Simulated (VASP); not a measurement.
# CuI (Cmcm) in VASP: a series of runs, part 2 of 3

VASP 6.6.1.

## 3. Single point, BLYP+D3(BJ)

This run uses another cell than the first one, of 24.59 Å³/atom.

Contents of INCAR:

```
PREC     = Accurate       # precision mode
ENCUT    = 600            # plane-wave cutoff, eV
EDIFF    = 1E-6           # SCF threshold, eV
ISMEAR   = 0              # smearing method
SIGMA    = 0.01           # smearing width, eV
LREAL    = False          # projectors in reciprocal space
LASPH    = True           # aspherical terms in the spheres
NELM     = 120            # most SCF steps
ALGO     = Normal         # electronic algorithm
ISIF     = 2              # what is computed and relaxed
LWAVE    = False          # write WAVECAR
LCHARG   = False          # write CHGCAR
GGA      = B5             # functional
ALDAX    = 1.0          
AGGAX    = 1.0          
AGGAC    = 1.0          
ALDAC    = 0.0          
IVDW     = 12             # dispersion correction
VDW_S6   = 1.0          
VDW_S8   = 2.6996       
VDW_A1   = 0.4298       
VDW_A2   = 4.2359       
NBANDS   = 26             # bands
GGA_COMPAT= False
```

Contents of KPOINTS:

```
regular mesh
0
Gamma
  4 4 4
```

Contents of POSCAR:

```
CuI
1.0
    3.2045534557     -3.4612817434      0.0000000000
    3.2045534557      3.4612817434      0.0000000000
    0.0000000000      0.0000000000      4.4346641222
Cu I
2 2
Direct
    0.4106852998      0.5893147002      0.7500000000
    0.5893147002      0.4106852998      0.2500000000
    0.7924124853      0.2075875147      0.7500000000
    0.2075875147      0.7924124853      0.2500000000
```

Potentials or basis: VASP PAW PBE potentials, release 64 (Cu, I).

Run with:

```sh
cat potpaw_PBE.64/Cu/POTCAR potpaw_PBE.64/I/POTCAR > POTCAR
mpirun -np 1 vasp_std > vasp.out
```

OUTCAR:

```text
PREC = Accurate
   ENCUT = 600
   EDIFF = 1E-6
   ISMEAR = 0
   LREAL = False
   LASPH = True
   NELM = 120
   ISIF = 2
   GGA = B5
   IVDW = 12
 IVDW          = 12

 ion  position               nearest neighbor table
   1  0.411  0.589  0.750-   2 2.54   2 2.54   4 2.63   4 2.63   3 2.64
   2  0.589  0.411  0.250-   1 2.54   1 2.54   3 2.63   3 2.63   4 2.64
   3  0.792  0.208  0.750-   2 2.63   2 2.63   1 2.64
   4  0.208  0.792  0.250-   1 2.63   1 2.63   2 2.64

  LATTYP: Found a base centered orthorhombic cell.
 ALAT       =     6.4091069114
 B/A-ratio  =     1.0801135919
 C/A-ratio  =     0.6919316815

  Lattice vectors:

 A1 = (   3.2045534557,  -3.4612817434,   0.0000000000)
 A2 = (   3.2045534557,   3.4612817434,   0.0000000000)
 A3 = (   0.0000000000,   0.0000000000,   4.4346641222)

Analysis of symmetry for initial positions (statically):
=====================================================================
 Subroutine PRICEL returns:
 Original cell was already a primitive cell.

 Routine SETGRP: Setting up the symmetry group for a
 base centered orthorhombic supercell.

 Subroutine GETGRP returns: Found  8 space group operations
 (whereof  4 operations were pure point group operations)
 out of a pool of  8 trial point group operations.

The static configuration has the point symmetry C_2h.
 The point group associated with its full space group is D_2h.

Analysis of symmetry for dynamics (positions and initial velocities):
=====================================================================
 Subroutine PRICEL returns:
 Original cell was already a primitive cell.

 Routine SETGRP: Setting up the symmetry group for a
 base centered orthorhombic supercell.

 Subroutine GETGRP returns: Found  8 space group operations
 (whereof  4 operations were pure point group operations)
[... 119 lines left out ...]
   EFERMI_NEDOS =   21; number of points for ismear=-14 and -15
   IALGO  =     38    algorithm
   IMIX   =      4    mixing-type and parameters
     AMIX     =   0.40;   BMIX     =  1.00
     AMIX_MAG =   1.60;   BMIX_MAG =  1.00
  volume/ion in A,a.u.               =      24.59       165.97
  Fermi-wavevector in a.u.,A,eV,Ry     =   1.170965  2.212803 18.655753  1.371159
  Thomas-Fermi vector in A             =   2.307416
   LORBIT       =      0    0 simple, 1 ext, 2 COOP (PROOUT), +10 PAW based schemes
   GGA     = B5    functional components
   LHFCALC =     F    Hartree Fock is set to
   AEXX    =    0.0000 exact exchange contribution
   IVDW    =    12    specifies the selected vdW correction
   LEPSILON=     F    determine dielectric tensor
   LRPA    =     F    only Hartree local field effects (RPA)
 non-spin polarized calculation
 Gauss-broadening in eV      SIGMA  =   0.01
  energy-cutoff  :      600.00
  volume of cell :       98.38
 maximum number of plane-waves:      3312
 NGX is ok and might be reduce to    40
   NGX = 19   NGY = 19   NGZ = 17

 number of electron      36.0000022 magnetization

 Free energy of the ion-electron system (eV)
  ---------------------------------------------------
  ext. energy  EPLUGINS =         0.00000000
  ---------------------------------------------------
  free energy    TOTEN  =        -8.44358991 eV

  energy without entropy =       -8.44358991  energy(sigma->0) =       -8.44358991

 E-fermi :   6.2549     XC(G=0):  -9.1203

 val. band max:        6.1436574571   @ k =   0.0000   0.0000   0.0000
 cond. band min:       7.0073330425   @ k =   0.0000   0.0000   0.0000
 fundamental gap:      0.8636755854
 Fermi energy:         6.2549196868

 k-point     1 :       0.0000    0.0000    0.0000
  band No.  band energies     occupation
      1      -8.1196      2.00000
      2      -6.7509      2.00000
      3       0.7791      2.00000
      4       1.7490      2.00000
      5       1.7853      2.00000
      6       2.1898      2.00000
[... 598 lines left out ...]
     25      15.0210      0.00000
     26      15.0210      0.00000

------------------------ aborting loop because EDIFF is reached ----------------------------------------

 Edisp (eV)   -3.57623

 E8    (eV) :    -2.6375

  FORCE on cell =-STRESS in cart. coord.  units (eV):
  Direction    XX          YY          ZZ          XY          YZ          ZX
  --------------------------------------------------------------------------------------
  -------------------------------------------------------------------------------------
  Total       0.03055     0.11551     0.19113     0.00000     0.00000     0.00000
  in kB       0.49748     1.88123     3.11267     0.00000     0.00000     0.00000
  external pressure =        1.83 kB  Pullay stress =        0.00 kB

 VOLUME and BASIS-vectors are now :
 -----------------------------------------------------------------------------
  energy-cutoff  :      600.00
  volume of cell :       98.38
      direct lattice vectors                 reciprocal lattice vectors
     3.204553456 -3.461281743  0.000000000     0.156027979 -0.144455158  0.000000000
     3.204553456  3.461281743  0.000000000     0.156027979  0.144455158  0.000000000
     0.000000000  0.000000000  4.434664122     0.000000000  0.000000000  0.225496221

 POSITION                                       TOTAL-FORCE (eV/Angst)
 -----------------------------------------------------------------------------------
      3.20455      0.61829      3.32600         0.000000      0.009730     -0.000000
      3.20455     -0.61829      1.10867         0.000000     -0.009730     -0.000000
      3.20455     -2.02424      3.32600         0.000000     -0.013316      0.000000
      3.20455      2.02424      1.10867         0.000000      0.013316      0.000000
 -----------------------------------------------------------------------------------
    total drift:                               -0.000000      0.000000     -0.000000

  FREE ENERGIE OF THE ION-ELECTRON SYSTEM (eV)
  ---------------------------------------------------
  free  energy   TOTEN  =       -12.0198225366 eV

  energy  without entropy=      -12.0198225366  energy(sigma->0) =      -12.01982254
```

OSZICAR:

```text
N       E                     dE             d eps       ncg     rms          rms(c)
DAV:   1     0.291958801538E+03    0.29196E+03   -0.16817E+04  1092   0.175E+03
DAV:   2     0.221005476347E+02   -0.26986E+03   -0.25748E+03  1092   0.339E+02
DAV:   3    -0.761401670673E+01   -0.29715E+02   -0.28968E+02  1472   0.132E+02
DAV:   4    -0.901183087928E+01   -0.13978E+01   -0.13924E+01  1440   0.256E+01
DAV:   5    -0.907026326508E+01   -0.58432E-01   -0.58419E-01  1748   0.507E+00    0.906E+00
DAV:   6    -0.881031526794E+01    0.25995E+00   -0.86126E+00  1332   0.681E+01    0.588E+00
DAV:   7    -0.844337964149E+01    0.36694E+00   -0.20518E+00  1362   0.408E+01    0.299E+00
DAV:   8    -0.845231378018E+01   -0.89341E-02   -0.17264E-01  1686   0.584E+00    0.872E-01
DAV:   9    -0.844324463283E+01    0.90691E-02   -0.45999E-02  1458   0.552E+00    0.283E-01
DAV:  10    -0.844365738738E+01   -0.41275E-03   -0.30015E-03  1712   0.592E-01    0.159E-01
DAV:  11    -0.844358831840E+01    0.69069E-04   -0.98077E-04  1376   0.786E-01    0.449E-02
DAV:  12    -0.844359006052E+01   -0.17421E-05   -0.11726E-04  1730   0.179E-01    0.200E-02
DAV:  13    -0.844358991057E+01    0.14995E-06   -0.39732E-06  1310   0.191E-02
   1 F= -.12019823E+02 E0= -.12019823E+02  d E =-.152300E-57
```

Wall time 48 s (1 thread of Intel Xeon 6975P-C (Granite Rapids), shared host); peak memory 0.26 GiB.

What came out:

| Property | Result |
| --- | --- |
| Free energy | -12.0198 eV |
| Pressure | 0.2 GPa |
| Largest force | 0.013 eV/Å |
| Band gap on the k mesh | 0.86 eV |
| Dispersion energy per atom | -0.894 eV |

Forces on the atoms (eV/Å):
```
Cu   0.000  0.010  0.000
Cu   0.000 -0.010  0.000
I    0.000 -0.013  0.000
I    0.000  0.013  0.000
```

Levels at points of the mesh, in eV from the valence-band top:
```
           k point  band 16  band 17  band 18  band 19  band 20  band 21
(0.00, 0.00, 0.00)    -1.53    -1.08     0.00     0.86     1.86     2.07
(0.50, 0.00, 0.00)    -1.31    -1.16    -0.81     2.41     3.22     3.31
(0.50, 0.50, 0.00)    -1.28    -0.89    -0.43     1.01     2.57     3.39
(0.00, 0.00, 0.50)    -1.88    -1.74    -1.74     3.63     3.63     4.17
(0.50, 0.00, 0.50)    -1.90    -1.00    -1.00     2.01     2.01     3.72
(0.50, 0.50, 0.50)    -1.87    -1.72    -1.72     4.06     4.06     6.18
```

Caveat: the PAW data sets were made with another functional, which shifts forces and pressure a little; spin-orbit coupling is left out, which moves the levels of the heavy elements.

(Part 2 of 3 ends here.)
